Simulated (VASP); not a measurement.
# CdInS2 (P-3m1) in VASP: further runs, part 2 of 2

VASP 6.6.1. Earlier steps stand in the parts before.

## (3) Single point, PBE

This run uses another cell than the first one, of the same volume but with other edges.

The input, INCAR:

```
SYSTEM = CdInS2
PREC     = Accurate       ! precision mode
ENCUT    = 520            ! plane-wave cutoff, eV
EDIFF    = 1E-6           ! SCF threshold, eV
ISMEAR   = 0              ! smearing method
SIGMA    = 0.15           ! smearing width, eV
LREAL    = .False.        ! projectors in reciprocal space
LASPH    = .True.         ! aspherical terms in the spheres
NELM     = 100            ! most SCF steps
ALGO     = Normal         ! electronic algorithm
ISIF     = 2              ! what is computed and relaxed
LWAVE    = .False.        ! write WAVECAR
LCHARG   = .False.        ! write CHGCAR
GGA      = PE             ! functional
NBANDS   = 26             ! bands
```

The input, KPOINTS:

```
regular mesh
0
Gamma
  12 12 6
  0 0 0
```

The input, POSCAR:

```
CdInS2
1.0
    3.8708750509      0.0000000000      0.0000000000
   -1.9354375254      3.3522761289      0.0000000000
    0.0000000000      0.0000000000      6.8110577793
Cd In S
1 1 2
Direct
    0.0000000000      0.0000000000      0.0000000000
    0.0000000000      0.0000000000      0.5000000000
    0.6666666667      0.3333333333      0.7823009908
    0.3333333333      0.6666666667      0.2176990092
```

Potentials or basis: VASP PAW PBE potentials, release 64 (Cd, In_d, S).

The run is started by

```bash
$ cat potpaw_PBE.64/Cd/POTCAR potpaw_PBE.64/In_d/POTCAR potpaw_PBE.64/S/POTCAR > POTCAR
$ mpirun -np 1 vasp_std > vasp.out
```

OUTCAR:

```text
SYSTEM = CdInS2
   PREC = Accurate
   ENCUT = 520
   EDIFF = 1E-6
   ISMEAR = 0
   LREAL = .False.
   LASPH = .True.
   NELM = 100
   ISIF = 2
   GGA = PE

 ion  position               nearest neighbor table
   1  0.000  0.000  0.000-   3 2.68   4 2.68   4 2.68   3 2.68   3 2.68   4 2.68   2 3.41   2 3.41

   2  0.000  0.000  0.500-   3 2.95   4 2.95   4 2.95   3 2.95   3 2.95   4 2.95   1 3.41   1 3.41

   3  0.667  0.333  0.782-   1 2.68   1 2.68   1 2.68   2 2.95   2 2.95   2 2.95
   4  0.333  0.667  0.218-   1 2.68   1 2.68   1 2.68   2 2.95   2 2.95   2 2.95

  LATTYP: Found a hexagonal cell.
 ALAT       =     3.8708750509
 C/A-ratio  =     1.7595653928

  Lattice vectors:

 A1 = (   3.8708750509,   0.0000000000,   0.0000000000)
 A2 = (  -1.9354375254,   3.3522761289,   0.0000000000)
 A3 = (   0.0000000000,   0.0000000000,   6.8110577793)

Analysis of symmetry for initial positions (statically):
=====================================================================
 Subroutine PRICEL returns:
 Original cell was already a primitive cell.

 Routine SETGRP: Setting up the symmetry group for a
 hexagonal supercell.

 Subroutine GETGRP returns: Found 12 space group operations
 (whereof 12 operations were pure point group operations)
 out of a pool of 24 trial point group operations.

The static configuration has the point symmetry D_3d.

Analysis of symmetry for dynamics (positions and initial velocities):
=====================================================================
 Subroutine PRICEL returns:
 Original cell was already a primitive cell.

 Routine SETGRP: Setting up the symmetry group for a
 hexagonal supercell.

 Subroutine GETGRP returns: Found 12 space group operations
 (whereof 12 operations were pure point group operations)
 out of a pool of 24 trial point group operations.

The dynamic configuration has the point symmetry D_3d.

 Subroutine INISYM returns: Found 12 space group operations
 (whereof 12 operations are pure point group operations),
 and found     1 'primitive' translations

----------------------------------------------------------------------------------------

                                     Primitive cell

  volume of cell :      88.3819

  direct lattice vectors                    reciprocal lattice vectors
     3.870875051  0.000000000  0.000000000     0.258339519  0.149152391  0.000000000
    -1.935437525  3.352276129  0.000000000     0.000000000  0.298304782  0.000000000
     0.000000000  0.000000000  6.811057779     0.000000000  0.000000000  0.146820073

  length of vectors
     3.870875051  3.870875051  6.811057779     0.298304782  0.298304782  0.146820073

  position of ions in fractional coordinates (direct lattice)
     0.000000000  0.000000000  0.000000000
     0.000000000  0.000000000  0.500000000
     0.666666667  0.333333333  0.782300991
     0.333333333  0.666666667  0.217699009

  ion indices of the primitive-cell ions
   primitive index   ion index
                 1           1
                 2           2
                 3           3
                 4           4

----------------------------------------------------------------------------------------

 KPOINTS: regular mesh

Automatic generation of k-mesh.
 Grid dimensions read from file:
 generate k-points for:   12   12    6

 Generating k-lattice:

  Cartesian coordinates                     Fractional coordinates (reciprocal lattice)
     0.021528293  0.012429366  0.000000000     0.083333333 -0.000000000  0.000000000
     0.000000000  0.024858732  0.000000000     0.000000000  0.083333333  0.000000000
     0.000000000  0.000000000  0.024470012     0.000000000  0.000000000  0.166666667

  Length of vectors
     0.024858732  0.024858732  0.024470012

  Shift w.r.t. Gamma in fractional coordinates (k-lattice)
     0.000000000  0.000000000  0.000000000

 Subroutine IBZKPT returns following result:
 ===========================================

 Found    100 irreducible k-points:

 Following reciprocal coordinates:
            Coordinates               Weight
  0.000000  0.000000  0.000000      1.000000
  0.083333 -0.000000  0.000000      6.000000
  0.166667  0.000000  0.000000      6.000000
  0.250000  0.000000  0.000000      6.000000
  0.333333  0.000000  0.000000      6.000000
  0.416667  0.000000  0.000000      6.000000
[... 16 lines left out ...]
  0.166667  0.000000  0.166667      6.000000
  0.000000  0.166667  0.166667      6.000000
 [... further k-points ...]
   k-points           NKPTS =    100   k-points in BZ     NKDIM =    100   number of bands    NBANDS=     26
   number of dos      NEDOS =    301   number of ions     NIONS =      4
   total plane-waves  NPLWV =  48600
   dimension x,y,z NGX =    30 NGY =   30 NGZ =   54
   dimension x,y,z NGXF=    60 NGYF=   60 NGZF=  108
   ions per type =               1   1   2
   NGX,Y,Z   is equivalent  to a cutoff of  12.88, 12.88, 13.18 a.u.
   NGXF,Y,Z  is equivalent  to a cutoff of  25.77, 25.77, 26.36 a.u.
 SYSTEM =  CdInS2
   PREC   = accura    normal or accurate (medium, high low for compatibility)
   ISTART =      0    job   : 0-new  1-cont  2-samecut
   ICHARG =      2    charge: 1-file 2-atom 10-const
   ISPIN  =      1    spin polarized calculation?
   LNONCOLLINEAR =      F non collinear calculations
   LSORBIT =      F    spin-orbit coupling
   LASPH  =      T    aspherical Exc in radial PAW
   ENCUT  =  520.0 eV  38.22 Ry    6.18 a.u.   7.20  7.20 12.66*2*pi/ulx,y,z
   NELM   =    100;   NELMIN=  2; NELMDL= -5     # of ELM steps
   EDIFF  = 0.1E-05   stopping-criterion for ELM
   LREAL  =      F    real-space projection
   EDIFFG = 0.1E-04   stopping-criterion for IOM
   NSW    =      0    number of steps for IOM
   IBRION =     -1    ionic relax: 0-MD 1-quasi-New 2-CG
   NFREE  =      0    steps in history (QN), initial steepest desc. (CG)
   ISIF   =      2    stress and relaxation
   ISYM   =      2    0-nonsym 1-usesym 2-fastsym
   POTIM  = 0.5000    time-step for ionic-motion
   TEBEG  =    0.0;   TEEND  =   0.0 temperature during run
   PSTRESS=    0.0 pullay stress
   NELECT =      37.0000    total number of electrons
   NUPDOWN=      -1.0000    fix difference up-down
   EMIN   =  10.00;   EMAX   =-10.00  energy-range for DOS
   EFERMI =   0.00;   METHOD = LEGACY
   ISMEAR =     0;   SIGMA  =   0.15  broadening in eV -4-tet -1-fermi 0-gaus
   EFERMI_NEDOS =   21; number of points for ismear=-14 and -15
   IALGO  =     38    algorithm
   IMIX   =      4    mixing-type and parameters
     AMIX     =   0.40;   BMIX     =  1.00
     AMIX_MAG =   1.60;   BMIX_MAG =  1.00
  volume/ion in A,a.u.               =      22.10       149.11
  Fermi-wavevector in a.u.,A,eV,Ry     =   1.224675  2.314300 20.406415  1.499829
  Thomas-Fermi vector in A             =   2.359741
   LORBIT       =      0    0 simple, 1 ext, 2 COOP (PROOUT), +10 PAW based schemes
   GGA     = PE    functional components
   LHFCALC =     F    Hartree Fock is set to
   AEXX    =    0.0000 exact exchange contribution
   IVDW    =     0    specifies the selected vdW correction
   LEPSILON=     F    determine dielectric tensor
   LRPA    =     F    only Hartree local field effects (RPA)
 non-spin polarized calculation
 Gauss-broadening in eV      SIGMA  =   0.15
  energy-cutoff  :      520.00
  volume of cell :       88.38
 maximum number of plane-waves:      2403
 NGX is ok and might be reduce to    30

 number of electron      37.0000009 magnetization

 Free energy of the ion-electron system (eV)
  ---------------------------------------------------
  ext. energy  EPLUGINS =         0.00000000
  ---------------------------------------------------
  free energy    TOTEN  =       -12.94726953 eV

  energy without entropy =      -12.93027022  energy(sigma->0) =      -12.93876987

 E-fermi :   4.8548     XC(G=0): -10.0601

 val. band max:        4.8545111384   @ k =   0.2500   0.2500   0.3333
 cond. band min:       4.8568526116   @ k =   0.3333   0.0000   0.5000
 fundamental gap:      0.0023414732
 Fermi energy:         4.8548086494

 k-point     1 :       0.0000    0.0000    0.0000
  band No.  band energies     occupation
      1      -9.5221      2.00000
      2      -9.5063      2.00000
      3      -9.5063      2.00000
      4      -9.4409      2.00000
      5      -9.4409      2.00000
      6      -8.6934      2.00000
[... 685 lines left out ...]
     25      11.7565      0.00000
     26      11.7712      0.00000

 [... further k-points ...]

------------------------ aborting loop because EDIFF is reached ----------------------------------------

  FORCE on cell =-STRESS in cart. coord.  units (eV):
  Direction    XX          YY          ZZ          XY          YZ          ZX
  --------------------------------------------------------------------------------------
  -------------------------------------------------------------------------------------
  Total        0.9872287      0.9872287      0.4313489      0.0000000      0.0000000      0.0000000
  in kB       17.8963668     17.8963668      7.8194422      0.0000000      0.0000000      0.0000000
  external PRESSURE =      14.5373919 kB  Pullay stress =       0.0000000 kB

 VOLUME and BASIS-vectors are now :
 -----------------------------------------------------------------------------
  energy-cutoff  :      520.00
  volume of cell :       88.38
      direct lattice vectors                 reciprocal lattice vectors
     3.870875051  0.000000000  0.000000000     0.258339519  0.149152391  0.000000000
    -1.935437525  3.352276129  0.000000000     0.000000000  0.298304782  0.000000000
     0.000000000  0.000000000  6.811057779     0.000000000  0.000000000  0.146820073

 POSITION                                       TOTAL-FORCE (eV/Angst)
 -----------------------------------------------------------------------------------
      0.00000      0.00000      0.00000        -0.000000      0.000000      0.000000
      0.00000      0.00000      3.40553        -0.000000      0.000000      0.000000
      1.93544      1.11743      5.32830        -0.000000      0.000000     -0.880870
     -0.00000      2.23485      1.48276         0.000000     -0.000000      0.880870
 -----------------------------------------------------------------------------------
    total drift:                                0.000000     -0.000000      0.000000

  FREE ENERGIE OF THE ION-ELECTRON SYSTEM (eV)
  ---------------------------------------------------
  free  energy   TOTEN  =       -12.9472695281 eV

  energy  without entropy=      -12.9302702162  energy(sigma->0) =      -12.93876987
```

Wall time 6.4 min (1 thread of Intel Xeon 8259CL, shared host); peak memory 0.38 GiB.

What came out:

```
Free energy            : -12.9473 eV
Pressure               : 1.5 GPa
Largest force          : 0.881 eV/Å
Band gap on the k mesh : zero (an odd number of electrons rules out a gap without spin polarisation)
```

Forces on the atoms (eV/Å):
```
Cd   0.000  0.000  0.000
In   0.000  0.000  0.000
S    0.000  0.000 -0.881
S    0.000  0.000  0.881
```

Stress tensor (GPa, compression positive):
```
1.79 0.00 0.00
0.00 1.79 0.00
0.00 0.00 0.78
```

Caveat: spin-orbit coupling is left out, which moves the levels of the heavy elements.

The gap in the log of VASP goes by the Fermi energy; the results here count the filled bands.